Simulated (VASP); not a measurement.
A run of VASP 6.6.1 is set up as follows.

Contents of INCAR:

```
PREC = Accurate
ENCUT = 520
EDIFF = 1E-6
ISMEAR = 0
SIGMA = 0.05
LREAL = F
LASPH = T
NELM = 60
ALGO = Normal
ISIF = 2
LWAVE = F
LCHARG = T
GGA = PE
LELF = T
LVHAR = T
NBANDS = 11
```

The input KPOINTS:

```
Automatic mesh
0
Gamma
  18 18 18
```

POSCAR

```
Hf
1.0
   -1.6733064813      1.6733064813      1.6733064813
    1.6733064813     -1.6733064813      1.6733064813
    1.6733064813      1.6733064813     -1.6733064813
Hf
1
Direct
    0.0000000000      0.0000000000      0.0000000000
```

Potentials or basis: VASP PAW PBE potentials, release 64 (Hf_pv).

Command:

```bash
$ cat potpaw_PBE.64/Hf_pv/POTCAR > POTCAR
$ mpirun -np 1 vasp_std > vasp.out
```

Predict the band gap on the k mesh.

zero (band 5 reaches 7.49 eV, above the bottom of band 6 at 5.00 eV).

Predict the pressure.

22.4 GPa.

Caveat: spin-orbit coupling is left out, which moves the levels of the heavy elements.
